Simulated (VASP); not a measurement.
A run of VASP 6.6.1 is set up as follows.

File INCAR:

```
PREC     = Accurate       # precision mode
ENCUT    = 520            # plane-wave cutoff, eV
EDIFF    = 1E-7           # SCF threshold, eV
ISMEAR   = 0              # smearing method
SIGMA    = 0.1652         # smearing width, eV
LREAL    = False          # projectors in reciprocal space
LASPH    = True           # aspherical terms in the spheres
NELM     = 80             # most SCF steps
ALGO     = Normal         # electronic algorithm
ISIF     = 2              # what is computed and relaxed
LWAVE    = False          # write WAVECAR
LCHARG   = False          # write CHGCAR
GGA      = PE             # functional
NBANDS   = 45             # bands
```

Contents of KPOINTS:

```
regular mesh
0
Gamma
  5 5 2
```

File POSCAR:

```
Na2YNi
1.0
    2.7427850000      2.7723950000      0.0000000000
    2.7427850000     -2.7723950000      0.0000000000
    0.0000000000      0.0000000000    -10.0521300000
Na Ni Y
4 2 2
Direct
    0.2500000000      0.2500000000      0.0000000000
    0.7500000000      0.7500000000      0.0000000000
    0.2500000000      0.7500000000      0.3414000000
    0.7500000000      0.2500000000      0.6586000000
    0.2500000000      0.2500000000      0.5000000000
    0.7500000000      0.7500000000      0.5000000000
    0.2500000000      0.7500000000      0.7658400000
    0.7500000000      0.2500000000      0.2341600000
```

Potentials or basis: VASP PAW PBE potentials, release 64 (Na_pv, Ni, Y_sv).

Command:

```bash
$ cat potpaw_PBE.64/Na_pv/POTCAR potpaw_PBE.64/Ni/POTCAR potpaw_PBE.64/Y_sv/POTCAR > POTCAR
$ mpirun -np 1 vasp_std > vasp.out
```

Task: Estimate the pressure.

Result: 11.3 GPa.

Task: Predict the band gap on the k mesh.

Result: Zero (bands 35 and 36 overlap by 0.71 eV).

Stress tensor (GPa, compression positive):
```
13.32  0.00  0.00
 0.00 12.82  0.00
 0.00  0.00  7.81
```

Caveat: the cell stands under pressure; forces of over 1 eV/Å act on the atoms, so gaps and moduli don't describe the material at rest. Spin polarisation is off, so any magnetic state and its effect on volume and gap are missing.
